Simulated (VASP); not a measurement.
# Ti4Al in VASP: notebook

The runs below take Ti4Al through single point, with PBE.

Program: VASP 6.6.1. These are calculated values, not measurements. Logs are shortened: lines on timing, memory, paths and dates and some standing lists are left out, and cuts for length are marked.

### 1 The cell of the first run

The cell holds an amorphous packing of atoms, 20 atoms: a = 7.404 Å, b = 7.090 Å, c = 7.031 Å, α = 90.81°, β = 92.14°, γ = 89.83°.

### 2 Single point, PBE

INCAR

```
  PREC = Accurate
  ENCUT = 520
  EDIFF = 1E-6
  ISMEAR = -1
  SIGMA = 0.1568
  LREAL = Auto
  LASPH = True
  NELM = 80
  ALGO = Normal
  ISIF = 2
  LWAVE = False
  LCHARG = False
  GGA = PE
  NBANDS = 118
  ISYM = 0
```

KPOINTS

```
Automatic mesh
0
Gamma
  1 1 1
  0.25 0.25 0.25
```

POSCAR

```
Ti4Al
1.0
    7.4031320000      0.0101080000     -0.1346870000
    0.0101080000      7.0902150000     -0.0499130000
   -0.1346870000     -0.0499130000      7.0297780000
Ti Al
16 4
Direct
    0.8577335067      0.9986867909      0.3111220591
    0.5104427572      0.8870694261      0.5666961745
    0.4098577862      0.1970680286      0.7924094861
    0.0650120595      0.3216548066      0.3818419352
    0.6934377783      0.3760848754      0.0991103245
    0.2592838595      0.4543667640      0.0988096599
    0.4438130931      0.4041244974      0.4841952221
    0.8513559441      0.7066022431      0.0501738769
    0.7436197657      0.2182307267      0.5262212357
    0.7240430261      0.0413016498      0.8230161283
    0.8481768883      0.6586218886      0.5638243761
    0.4376505884      0.1435136871      0.2265676161
    0.4799734546      0.8884614963      0.9834832570
    0.0332605868      0.0006516618      0.6334546119
    0.5398735949      0.5622170437      0.8127092910
    0.2315634841      0.6807725442      0.6613577258
    0.9881072760      0.3192971529      0.7954891724
    0.1830089595      0.7636139011      0.3175443362
    0.5779202905      0.6977381729      0.2755049385
    0.0793765624      0.0599926159      0.0283069256
```

Potentials or basis: VASP PAW PBE potentials, release 64 (Ti_sv, Al).

The run is started by

```console
cat potpaw_PBE.64/Ti_sv/POTCAR potpaw_PBE.64/Al/POTCAR > POTCAR
mpirun -np 1 vasp_std > vasp.out
```

OUTCAR:

```text
PREC = Accurate
   ENCUT = 520
   EDIFF = 1E-6
   ISMEAR = -1
   LREAL = Auto
   LASPH = True
   NELM = 80
   ISIF = 2
   GGA = PE
   ISYM = 0

 ion  position               nearest neighbor table
   1  0.858  0.999  0.311-   9 2.33  14 2.57  20 2.67   8 2.75   4 2.79  18 2.92  19 2.98
   2  0.510  0.887  0.567-  19 2.50  10 2.59  16 2.64   3 2.81  15 2.90  18 3.06
   3  0.410  0.197  0.792-  10 2.58  13 2.62   7 2.65  15 2.76   2 2.81
   4  0.065  0.322  0.382-   6 2.68   9 2.73   1 2.79  14 2.92  17 2.98  20 3.09
   5  0.693  0.376  0.099-  15 2.64   8 2.65  12 2.70  19 2.73  17 3.13
   6  0.259  0.454  0.099-   4 2.68  12 2.71  18 2.73  17 3.02  20 3.13  19 3.14
   7  0.444  0.404  0.484-  12 2.57   9 2.59  15 2.63   3 2.65  19 2.77  16 2.82
   8  0.851  0.707  0.050-  19 2.62   5 2.65   1 2.75  20 3.03  18 3.06
   9  0.744  0.218  0.526-   1 2.33  10 2.46   7 2.59  17 2.66  14 2.73   4 2.73
  10  0.724  0.041  0.823-  13 2.43   9 2.46   3 2.58   2 2.59  14 2.70  17 2.79  20 2.96
  11  0.848  0.659  0.564-  19 2.81  14 2.82  16 2.90  17 3.08
  12  0.438  0.144  0.227-  13 2.50   7 2.57   5 2.70   6 2.71  20 3.01
  13  0.480  0.888  0.983-  10 2.43  12 2.50  19 2.56   3 2.62  15 2.64
  14  0.033  0.001  0.633-  17 2.54   1 2.57  16 2.70  10 2.70   9 2.73  20 2.81  11 2.82   4 2.92
                            18 3.01
  15  0.540  0.562  0.813-  16 2.62   7 2.63  13 2.64   5 2.64   3 2.76   2 2.90
  16  0.232  0.681  0.661-  18 2.51  15 2.62   2 2.64  14 2.70   7 2.82  11 2.90
  17  0.988  0.319  0.795-  14 2.54  20 2.55   9 2.66  10 2.79   4 2.98   6 3.02  11 3.08   5 3.13

  18  0.183  0.764  0.318-  16 2.51   6 2.73   1 2.92  19 2.98  14 3.01  20 3.02   2 3.06   8 3.06

  19  0.578  0.698  0.276-   2 2.50  13 2.56   8 2.62   5 2.73   7 2.77  11 2.81   1 2.98  18 2.98
                             6 3.14
  20  0.079  0.060  0.028-  17 2.55   1 2.67  14 2.81  10 2.96  12 3.01  18 3.02   8 3.03   4 3.09
                             6 3.13

IMPORTANT INFORMATION: All symmetrisations will be switched off!
NOSYMM: (Re-)initialisation of all symmetry stuff for point group C_1.

----------------------------------------------------------------------------------------

                                     Primitive cell

  volume of cell :     368.8440

  direct lattice vectors                    reciprocal lattice vectors
     7.403132000  0.010108000 -0.134687000     0.135125281 -0.000174422  0.002587694
     0.010108000  7.090215000 -0.049913000    -0.000174422  0.141046722  0.000998122
    -0.134687000 -0.049913000  7.029778000     0.002587694  0.000998122  0.142308669

  length of vectors
     7.404363995  7.090397889  7.031245311     0.135150169  0.141050361  0.142335693

  position of ions in fractional coordinates (direct lattice)
     0.857733507  0.998686791  0.311122059
     0.510442757  0.887069426  0.566696175
     0.409857786  0.197068029  0.792409486
     0.065012059  0.321654807  0.381841935
     0.693437778  0.376084875  0.099110325
     0.259283860  0.454366764  0.098809660
[... 12 lines left out ...]
     0.577920291  0.697738173  0.275504938
     0.079376562  0.059992616  0.028306926

  ion indices of the primitive-cell ions
   primitive index   ion index
                 1           1
                 2           2
                 3           3
                 4           4
                 5           5
                 6           6
[... 12 lines left out ...]
                19          19
                20          20

----------------------------------------------------------------------------------------

 KPOINTS: Automatic mesh

Automatic generation of k-mesh.
 Grid dimensions read from file:
 generate k-points for:    1    1    1

 Generating k-lattice:

  Cartesian coordinates                     Fractional coordinates (reciprocal lattice)
     0.135125281 -0.000174422  0.002587694     1.000000000 -0.000000000  0.000000000
    -0.000174422  0.141046722  0.000998122    -0.000000000  1.000000000  0.000000000
     0.002587694  0.000998122  0.142308669     0.000000000  0.000000000  1.000000000

  Length of vectors
     0.135150169  0.141050361  0.142335693

  Shift w.r.t. Gamma in fractional coordinates (k-lattice)
     0.250000000  0.250000000  0.250000000

 Subroutine IBZKPT returns following result:
 ===========================================

 Found      1 irreducible k-points:

 Following reciprocal coordinates:
            Coordinates               Weight
  0.250000  0.250000  0.250000      2.000000
   k-points           NKPTS =      1   k-points in BZ     NKDIM =      1   number of bands    NBANDS=    118
   number of dos      NEDOS =    301   number of ions     NIONS =     20
   total plane-waves  NPLWV = 163296
   dimension x,y,z NGX =    56 NGY =   54 NGZ =   54
   dimension x,y,z NGXF=   112 NGYF=  108 NGZF=  108
   ions per type =              16   4
   NGX,Y,Z   is equivalent  to a cutoff of  12.57, 12.66, 12.77 a.u.
   NGXF,Y,Z  is equivalent  to a cutoff of  25.15, 25.32, 25.54 a.u.
 SYSTEM =  unknown system
   PREC   = accura    normal or accurate (medium, high low for compatibility)
   ISTART =      0    job   : 0-new  1-cont  2-samecut
   ICHARG =      2    charge: 1-file 2-atom 10-const
   ISPIN  =      1    spin polarized calculation?
   LNONCOLLINEAR =      F non collinear calculations
   LSORBIT =      F    spin-orbit coupling
   LASPH  =      T    aspherical Exc in radial PAW
   ENCUT  =  520.0 eV  38.22 Ry    6.18 a.u.  13.77 13.18 13.07*2*pi/ulx,y,z
   NELM   =     80;   NELMIN=  2; NELMDL= -5     # of ELM steps
   EDIFF  = 0.1E-05   stopping-criterion for ELM
   LREAL  =      T    real-space projection
   EDIFFG = 0.1E-04   stopping-criterion for IOM
   NSW    =      0    number of steps for IOM
   IBRION =     -1    ionic relax: 0-MD 1-quasi-New 2-CG
   NFREE  =      0    steps in history (QN), initial steepest desc. (CG)
   ISIF   =      2    stress and relaxation
   ISYM   =      0    0-nonsym 1-usesym 2-fastsym
   POTIM  = 0.5000    time-step for ionic-motion
   TEBEG  =    0.0;   TEEND  =   0.0 temperature during run
   PSTRESS=    0.0 pullay stress
   NELECT =     204.0000    total number of electrons
   NUPDOWN=      -1.0000    fix difference up-down
   EMIN   =  10.00;   EMAX   =-10.00  energy-range for DOS
   EFERMI =   0.00;   METHOD = LEGACY
   ISMEAR =    -1;   SIGMA  =   0.16  broadening in eV -4-tet -1-fermi 0-gaus
   EFERMI_NEDOS =   21; number of points for ismear=-14 and -15
   IALGO  =     38    algorithm
   IMIX   =      4    mixing-type and parameters
     AMIX     =   0.40;   BMIX     =  1.00
     AMIX_MAG =   1.60;   BMIX_MAG =  1.00
  volume/ion in A,a.u.               =      18.44       124.45
  Fermi-wavevector in a.u.,A,eV,Ry     =   1.343808  2.539429 24.569683  1.805821
  Thomas-Fermi vector in A             =   2.471853
   LORBIT       =      0    0 simple, 1 ext, 2 COOP (PROOUT), +10 PAW based schemes
   GGA     = PE    functional components
   LHFCALC =     F    Hartree Fock is set to
   AEXX    =    0.0000 exact exchange contribution
   IVDW    =     0    specifies the selected vdW correction
   LEPSILON=     F    determine dielectric tensor
   LRPA    =     F    only Hartree local field effects (RPA)
 non-spin polarized calculation
  energy-cutoff  :      520.00
  volume of cell :      368.84
 maximum number of plane-waves:      9923
 NGX is ok and might be reduce to    56
   NGX = 27   NGY = 27   NGZ = 27

 number of electron     203.9999995 magnetization

 Free energy of the ion-electron system (eV)
  ---------------------------------------------------
  ext. energy  EPLUGINS =         0.00000000
  ---------------------------------------------------
  free energy    TOTEN  =      -136.57982622 eV

  energy without entropy =     -134.31661006  energy(sigma->0) =     -135.44821814

 E-fermi :   7.2531     XC(G=0): -10.8393

 val. band max:        7.1919283545   @ k =   0.2500   0.2500   0.2500
 cond. band min:       7.2861751471   @ k =   0.2500   0.2500   0.2500
 fundamental gap:      0.0942467926
 Fermi energy:         7.2531047735

 k-point     1 :       0.2500    0.2500    0.2500
  band No.  band energies     occupation
      1     -49.7166      2.00000
      2     -49.6757      2.00000
      3     -49.6465      2.00000
      4     -49.5961      2.00000
      5     -49.5100      2.00000
      6     -49.4202      2.00000
[... 106 lines left out ...]
    113       8.0010      0.01682
    114       8.0418      0.01299
 [bands above 114 left out]

------------------------ aborting loop because EDIFF is reached ----------------------------------------

  FORCE on cell =-STRESS in cart. coord.  units (eV):
  Direction    XX          YY          ZZ          XY          YZ          ZX
  --------------------------------------------------------------------------------------
  -------------------------------------------------------------------------------------
  Total       -7.8192489      0.5270783      5.7162512     -1.3674730     -0.1433058      0.4204938
  in kB      -33.9651018      2.2895127     24.8301411     -5.9400030     -0.6224892      1.8265328
  external PRESSURE =      -2.2818160 kB  Pullay stress =       0.0000000 kB

 VOLUME and BASIS-vectors are now :
 -----------------------------------------------------------------------------
  energy-cutoff  :      520.00
  volume of cell :      368.84
      direct lattice vectors                 reciprocal lattice vectors
     7.403132000  0.010108000 -0.134687000     0.135125281 -0.000174422  0.002587694
     0.010108000  7.090215000 -0.049913000    -0.000174422  0.141046722  0.000998122
    -0.134687000 -0.049913000  7.029778000     0.002587694  0.000998122  0.142308669

 POSITION                                       TOTAL-FORCE (eV/Angst)
 -----------------------------------------------------------------------------------
      6.31811      7.07405      2.02175        -1.516448     -1.336589     -1.499036
      3.71152      6.26639      3.87072        -0.607582      0.522975      0.101749
      2.92950      1.36185      5.50542        -1.929991      0.401409      0.525766
      0.43312      2.26220      2.65945         0.269009      0.392046      0.054201
      5.12406      2.66859      0.58456         0.759496     -1.091836      0.913243
      1.91080      3.21925      0.63701         0.327699      0.245522     -0.829984
[... 12 lines left out ...]
      4.24837      4.93920      1.82407        -0.161893     -1.123311     -0.075909
      0.58443      0.42475      0.18531         1.035483     -0.110923      0.219251
 -----------------------------------------------------------------------------------
    total drift:                                0.050576      0.014965     -0.010455

  FREE ENERGIE OF THE ION-ELECTRON SYSTEM (eV)
  ---------------------------------------------------
  free  energy   TOTEN  =      -136.5798262229 eV

  energy  without entropy=     -134.3166100582  energy(sigma->0) =     -135.44821814
```

Wall time 1.8 min (1 thread of Intel Xeon 6975P-C (Granite Rapids), shared host); peak memory 0.38 GiB.

What came out:

* Free energy: -136.5798 eV
* Pressure: -0.2 GPa
* Largest force: 2.985 eV/Å
* Band gap on the k mesh: 0.09 eV

Forces in eV/Å, atoms in the order of the input:
```
Ti  -1.516 -1.337 -1.499
Ti  -0.608  0.523  0.102
Ti  -1.930  0.401  0.526
Ti   0.269  0.392  0.054
Ti   0.759 -1.092  0.913
Ti   0.328  0.246 -0.830
Ti  -0.944  1.126 -1.254
Ti   1.694  0.179 -1.055
Ti  -0.652  1.805 -0.356
Ti   1.695 -0.740  1.586
Ti  -0.229 -0.236 -0.154
Ti  -0.472 -0.479  0.314
Ti  -1.500 -1.046 -0.245
Ti   1.720 -0.727 -0.144
Ti   1.053  0.019 -0.034
Ti  -0.609 -1.355  2.589
Al   0.337  2.717  0.272
Al  -0.270  0.837 -0.929
Al  -0.162 -1.123 -0.076
Al   1.035 -0.111  0.219
```

Stress tensor (GPa, compression positive):
```
-3.40 -0.59  0.18
-0.59  0.23 -0.06
 0.18 -0.06  2.48
```

Levels at points of the mesh, in eV from the valence-band top:
```csv
k point,band 100,band 101,band 102,band 103,band 104,band 105
"(0.25, 0.25, 0.25)",-0.10,-0.01,0.00,0.09,0.18,0.22
```

Caveat: the k points lie up to 0.89 Å⁻¹ apart.

(Part 1 of 3 ends here.)
